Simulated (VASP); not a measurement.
# Hf (P6_3/mmc) in VASP: relaxation of cell and atoms with PBE

Aim: the relaxation of cell and atoms of Hf with PBE.

Everything below comes from runs of VASP 6.6.1. Logs are shortened: lines on timing, memory, paths and dates and some standing lists are left out, and cuts for length are marked.

### 1 The cell of the first run

It takes space group P6_3/mmc (No. 194, hexagonal). Conventional cell: a = 3.188 Å, b = 3.188 Å, c = 10.268 Å, α = 90.00°, β = 90.00°, γ = 120.00°. Hf (site symmetry -3m) has 12 Hf at 3.16 to 3.19 Å within 4.2 Å. Within 4.2 Å of Hf (site symmetry -6m2) lie 12 Hf at 3.16 to 3.19 Å.

### 2 Relaxation of cell and atoms, PBE

Contents of INCAR:

```
SYSTEM = Hf
ALGO = Fast ; EDIFF = 1E-7
EDIFFG = -0.01 ; ENCUT = 600
GGA = PE ; IBRION = 2
ISIF = 3 ; ISMEAR = 0
LASPH = .True. ; LCHARG = .False.
LREAL = .False. ; LWAVE = .False.
NELM = 80 ; NSW = 100
PREC = Accurate ; SIGMA = 0.1
```

Contents of KPOINTS:

```
k-points
0
Gamma
  18 18 6
  0 0 0
```

Contents of POSCAR:

```
Hf
1.0
    3.1879158638      0.0000000000      0.0000000000
   -1.5939579319      2.7608161232      0.0000000000
    0.0000000000      0.0000000000     10.2677315375
Hf
4
Direct
    0.0000000000      0.0000000000      0.0000000000
    0.0000000000      0.0000000000      0.5000000000
    0.3333333333      0.6666666667      0.7500000000
    0.6666666667      0.3333333333      0.2500000000
```

Potentials or basis: VASP PAW PBE potentials, release 64 (Hf_pv).

Started as:

```bash
cat potpaw_PBE.64/Hf_pv/POTCAR > POTCAR
mpirun -np 1 vasp_std > vasp.out
```

OUTCAR:

```text
SYSTEM = Hf
   EDIFF = 1E-7
   EDIFFG = -0.01
   ENCUT = 600
   GGA = PE
   IBRION = 2
   ISIF = 3
   ISMEAR = 0
   LASPH = .True.
   LREAL = .False.
   NELM = 80
   NSW = 100
   PREC = Accurate

 ion  position               nearest neighbor table
   1  0.000  0.000  0.000-   3 3.16   4 3.16   4 3.16   3 3.16   4 3.16   3 3.16
   2  0.000  0.000  0.500-   3 3.16   4 3.16   4 3.16   3 3.16   4 3.16   3 3.16
   3  0.333  0.667  0.750-   1 3.16   2 3.16   1 3.16   2 3.16   1 3.16   2 3.16
   4  0.667  0.333  0.250-   1 3.16   2 3.16   1 3.16   2 3.16   1 3.16   2 3.16

  LATTYP: Found a hexagonal cell.
 ALAT       =     3.1879158638
 C/A-ratio  =     3.2208288977

  Lattice vectors:

 A1 = (   3.1879158638,   0.0000000000,   0.0000000000)
 A2 = (  -1.5939579319,   2.7608161232,   0.0000000000)
 A3 = (   0.0000000000,   0.0000000000,  10.2677315375)

Analysis of symmetry for initial positions (statically):
=====================================================================
 Subroutine PRICEL returns:
 Original cell was already a primitive cell.

 Routine SETGRP: Setting up the symmetry group for a
 hexagonal supercell.

 Subroutine GETGRP returns: Found 24 space group operations
 (whereof 12 operations were pure point group operations)
 out of a pool of 24 trial point group operations.

The static configuration has the point symmetry D_3d.
 The point group associated with its full space group is D_6h.

Analysis of symmetry for dynamics (positions and initial velocities):
=====================================================================
 Subroutine PRICEL returns:
 Original cell was already a primitive cell.

 Routine SETGRP: Setting up the symmetry group for a
 hexagonal supercell.

 Subroutine GETGRP returns: Found 24 space group operations
 (whereof 12 operations were pure point group operations)
 out of a pool of 24 trial point group operations.

The dynamic configuration has the point symmetry D_3d.
 The point group associated with its full space group is D_6h.

 Subroutine INISYM returns: Found 24 space group operations
 (whereof 12 operations are pure point group operations),
 and found     1 'primitive' translations

----------------------------------------------------------------------------------------

                                     Primitive cell

  volume of cell :      90.3689

  direct lattice vectors                    reciprocal lattice vectors
     3.187915864  0.000000000  0.000000000     0.313684565  0.181105868  0.000000000
    -1.593957932  2.760816123  0.000000000     0.000000000  0.362211736  0.000000000
     0.000000000  0.000000000 10.267731537     0.000000000  0.000000000  0.097392496

  length of vectors
     3.187915864  3.187915864 10.267731537     0.362211736  0.362211736  0.097392496

  position of ions in fractional coordinates (direct lattice)
     0.000000000  0.000000000  0.000000000
     0.000000000  0.000000000  0.500000000
     0.333333333  0.666666667  0.750000000
     0.666666667  0.333333333  0.250000000

  ion indices of the primitive-cell ions
   primitive index   ion index
                 1           1
                 2           2
                 3           3
                 4           4

----------------------------------------------------------------------------------------

 KPOINTS: k-points

Automatic generation of k-mesh.
 Grid dimensions read from file:
 generate k-points for:   18   18    6

 Generating k-lattice:

  Cartesian coordinates                     Fractional coordinates (reciprocal lattice)
     0.017426920  0.010061437  0.000000000     0.055555556  0.000000000  0.000000000
     0.000000000  0.020122874  0.000000000     0.000000000  0.055555556  0.000000000
     0.000000000  0.000000000  0.016232083     0.000000000  0.000000000  0.166666667

  Length of vectors
     0.020122874  0.020122874  0.016232083

  Shift w.r.t. Gamma in fractional coordinates (k-lattice)
     0.000000000  0.000000000  0.000000000

 Subroutine IBZKPT returns following result:
 ===========================================

 Found    148 irreducible k-points:

 Following reciprocal coordinates:
            Coordinates               Weight
  0.000000  0.000000  0.000000      1.000000
  0.055556 -0.000000  0.000000      6.000000
  0.111111 -0.000000  0.000000      6.000000
  0.166667 -0.000000  0.000000      6.000000
  0.222222 -0.000000  0.000000      6.000000
  0.277778 -0.000000  0.000000      6.000000
[... 16 lines left out ...]
  0.333333  0.111111  0.000000     12.000000
  0.388889  0.111111  0.000000     12.000000
 [... further k-points ...]
   k-points           NKPTS =    148   k-points in BZ     NKDIM =    148   number of bands    NBANDS=     24
   number of dos      NEDOS =    301   number of ions     NIONS =      4
   total plane-waves  NPLWV =  65856
   dimension x,y,z NGX =    28 NGY =   28 NGZ =   84
   dimension x,y,z NGXF=    56 NGYF=   56 NGZF=  168
   ions per type =               4
   NGX,Y,Z   is equivalent  to a cutoff of  14.60, 14.60, 13.60 a.u.
   NGXF,Y,Z  is equivalent  to a cutoff of  29.20, 29.20, 27.20 a.u.
 SYSTEM =  Hf
   PREC   = accura    normal or accurate (medium, high low for compatibility)
   ISTART =      0    job   : 0-new  1-cont  2-samecut
   ICHARG =      2    charge: 1-file 2-atom 10-const
   ISPIN  =      1    spin polarized calculation?
   LNONCOLLINEAR =      F non collinear calculations
   LSORBIT =      F    spin-orbit coupling
   LASPH  =      T    aspherical Exc in radial PAW
   ENCUT  =  600.0 eV  44.10 Ry    6.64 a.u.   6.37  6.37 20.51*2*pi/ulx,y,z
   NELM   =     80;   NELMIN=  2; NELMDL= -5     # of ELM steps
   EDIFF  = 0.1E-06   stopping-criterion for ELM
   LREAL  =      F    real-space projection
   EDIFFG = -.1E-01   stopping-criterion for IOM
   NSW    =    100    number of steps for IOM
   IBRION =      2    ionic relax: 0-MD 1-quasi-New 2-CG
   NFREE  =      1    steps in history (QN), initial steepest desc. (CG)
   ISIF   =      3    stress and relaxation
   ISYM   =      2    0-nonsym 1-usesym 2-fastsym
   POTIM  = 0.5000    time-step for ionic-motion
   TEBEG  =    0.0;   TEEND  =   0.0 temperature during run
   PSTRESS=    0.0 pullay stress
   NELECT =      40.0000    total number of electrons
   NUPDOWN=      -1.0000    fix difference up-down
   EMIN   =  10.00;   EMAX   =-10.00  energy-range for DOS
   EFERMI =   0.00;   METHOD = LEGACY
   ISMEAR =     0;   SIGMA  =   0.10  broadening in eV -4-tet -1-fermi 0-gaus
   EFERMI_NEDOS =   21; number of points for ismear=-14 and -15
   IALGO  =     68    algorithm
   IMIX   =      4    mixing-type and parameters
     AMIX     =   0.40;   BMIX     =  1.00
     AMIX_MAG =   1.60;   BMIX_MAG =  1.00
  volume/ion in A,a.u.               =      22.59       152.46
  Fermi-wavevector in a.u.,A,eV,Ry     =   1.247638  2.357694 21.178832  1.556600
  Thomas-Fermi vector in A             =   2.381761
   LORBIT       =      0    0 simple, 1 ext, 2 COOP (PROOUT), +10 PAW based schemes
   GGA     = PE    functional components
   LHFCALC =     F    Hartree Fock is set to
   AEXX    =    0.0000 exact exchange contribution
   IVDW    =     0    specifies the selected vdW correction
   LEPSILON=     F    determine dielectric tensor
   LRPA    =     F    only Hartree local field effects (RPA)
 conjugate gradient relaxation of ions
 non-spin polarized calculation
 RMM-DIIS sequential band-by-band and
 Gauss-broadening in eV      SIGMA  =   0.10
  energy-cutoff  :      600.00
  volume of cell :       90.37
 maximum number of plane-waves:      3043
 NGX is ok and might be reduce to    28
   NGX = 13   NGY = 13   NGZ = 41

--------------------------------------- Ionic step        1  -------------------------------------------

 number of electron      40.0000003 magnetization

 Free energy of the ion-electron system (eV)
  ---------------------------------------------------
  ext. energy  EPLUGINS =         0.00000000
  ---------------------------------------------------
  free energy    TOTEN  =       -39.50519936 eV

  energy without entropy =      -39.48051775  energy(sigma->0) =      -39.49285856

------------------------ aborting loop because EDIFF is reached ----------------------------------------

  FORCE on cell =-STRESS in cart. coord.  units (eV):
  Direction    XX          YY          ZZ          XY          YZ          ZX
  --------------------------------------------------------------------------------------
  -------------------------------------------------------------------------------------
  Total        0.2579871      0.2579871     -0.5382308      0.0000000      0.0000000     -0.0000000
  in kB        4.5739329      4.5739329     -9.5424587      0.0000000      0.0000000     -0.0000000
  external PRESSURE =      -0.1315310 kB  Pullay stress =       0.0000000 kB

 VOLUME and BASIS-vectors are now :
 -----------------------------------------------------------------------------
  energy-cutoff  :      600.00
  volume of cell :       90.37
      direct lattice vectors                 reciprocal lattice vectors
     3.187915864  0.000000000  0.000000000     0.313684565  0.181105868  0.000000000
    -1.593957932  2.760816123  0.000000000     0.000000000  0.362211736  0.000000000
     0.000000000  0.000000000 10.267731537     0.000000000  0.000000000  0.097392496
[... 39 lines left out ...]
 POSITION                                       TOTAL-FORCE (eV/Angst)
 -----------------------------------------------------------------------------------
      3.19784      0.00000     10.20108         0.000000      0.000000     -0.000000
      3.19784      0.00000      5.10054         0.000000     -0.000000     -0.000000
     -0.00000      1.84627      7.65081         0.000000      0.000000     -0.000000
      1.59892      0.92314      2.55027        -0.000000     -0.000000      0.000000
 -----------------------------------------------------------------------------------
    total drift:                                0.000000      0.000000      0.000000

  FREE ENERGIE OF THE ION-ELECTRON SYSTEM (eV)
  ---------------------------------------------------
  free  energy   TOTEN  =       -39.5080513546 eV

  energy  without entropy=      -39.4839596756  energy(sigma->0) =      -39.49600552

--------------------------------------- Ionic step        3  -------------------------------------------

 number of electron      40.0000003 magnetization

 Free energy of the ion-electron system (eV)
  ---------------------------------------------------
  ext. energy  EPLUGINS =         0.00000000
  ---------------------------------------------------
  free energy    TOTEN  =       -39.50808576 eV

  energy without entropy =      -39.48406683  energy(sigma->0) =      -39.49607629

 E-fermi :   4.7452     XC(G=0): -11.2432

 val. band max:        4.7439725925   @ k =   0.1111   0.0556   0.0000
 cond. band min:       4.7465845176   @ k =   0.1111   0.1111   0.0000
 fundamental gap:      0.0026119251
 Fermi energy:         4.7451649011

 k-point     1 :       0.0000    0.0000    0.0000
  band No.  band energies     occupation
      1     -26.2122      2.00000
      2     -25.8336      2.00000
      3     -25.7900      2.00000
      4     -25.5151      2.00000
      5     -25.5151      2.00000
      6     -25.4706      2.00000
[... 16 lines left out ...]
     23       5.8940      0.00000
     24       6.2793      0.00000
[... 598 lines left out ...]
      2     -26.0904      2.00000
      3     -25.9923      2.00000
      4     -25.9457      2.00000
      5     -25.8245      2.00000
      6     -25.7178      2.00000
[... 16 lines left out ...]
     23       5.5317      0.00000
     24       6.2016      0.00000

 [... further k-points ...]

------------------------ aborting loop because EDIFF is reached ----------------------------------------

  FORCE on cell =-STRESS in cart. coord.  units (eV):
  Direction    XX          YY          ZZ          XY          YZ          ZX
  --------------------------------------------------------------------------------------
  -------------------------------------------------------------------------------------
  Total        0.0007675      0.0007675      0.0013307      0.0000000      0.0000000      0.0000000
  in kB        0.0136118      0.0136118      0.0236011      0.0000000      0.0000000      0.0000000
  external PRESSURE =       0.0169415 kB  Pullay stress =       0.0000000 kB

 VOLUME and BASIS-vectors are now :
 -----------------------------------------------------------------------------
  energy-cutoff  :      600.00
  volume of cell :       90.34
      direct lattice vectors                 reciprocal lattice vectors
     3.198996989  0.000000000 -0.000000000     0.312597981  0.180478528 -0.000000000
    -1.599498494  2.770412659  0.000000000    -0.000000000  0.360957057 -0.000000000
     0.000000000  0.000000000 10.193271712     0.000000000  0.000000000  0.098103929

 POSITION                                       TOTAL-FORCE (eV/Angst)
 -----------------------------------------------------------------------------------
     -0.00000      0.00000      0.00000        -0.000000     -0.000000     -0.000000
     -0.00000      0.00000      5.09664        -0.000000      0.000000     -0.000000
     -0.00000      1.84694      7.64495         0.000000     -0.000000      0.000000
      1.59950      0.92347      2.54832        -0.000000      0.000000      0.000000
 -----------------------------------------------------------------------------------
    total drift:                               -0.000000      0.000000      0.000000

  FREE ENERGIE OF THE ION-ELECTRON SYSTEM (eV)
  ---------------------------------------------------
  free  energy   TOTEN  =       -39.5080857617 eV

  energy  without entropy=      -39.4840668255  energy(sigma->0) =      -39.49607629

 reached required accuracy - stopping structural energy minimisation
```

It took 19 min on 1 thread of Intel Xeon Platinum 8259CL at 2.50GHz (Skylake/Cascade Lake), shared host; peak memory 0.46 GiB.

Results:

| Quantity | Value |
| --- | --- |
| Free energy | -39.5081 eV |
| Relaxed volume | 22.58 Å³/atom |
| Relaxed cell | a = 3.199 Å, b = 3.199 Å, c = 10.193 Å, α = 90.00°, β = 90.00°, γ = 120.00° |
| Space group after relaxing (to 0.1 Å) | P6_3/mmc (No. 194) |
| Energy gained by relaxing | 0.7 meV/atom |
| Ionic steps | 3 |
| Pressure after relaxing | 0.0 GPa |
| Band gap on the k mesh | zero (bands 20 and 21 overlap by 1.68 eV) |

Step by step:
```
step  energy change (eV)  largest force (eV/Å)  pressure (GPa)  volume (Å³)
   1              0.0000                0.0000           -0.01        90.37
   2             -0.0029                0.0000            0.00        90.34
   3             -0.0029                0.0000            0.00        90.34
```

Final structure:
```
Hf
1.0
     3.19900    0.00000    0.00000
    -1.59950    2.77041    0.00000
     0.00000    0.00000   10.19327
Hf
4
Direct
  0.00000 0.00000 0.00000
  0.00000 0.00000 0.50000
  0.33333 0.66667 0.75000
  0.66667 0.33333 0.25000
```

Caveat: the highest band is partly filled, so the run has too few bands; spin-orbit coupling is left out, which moves the levels of the heavy elements.
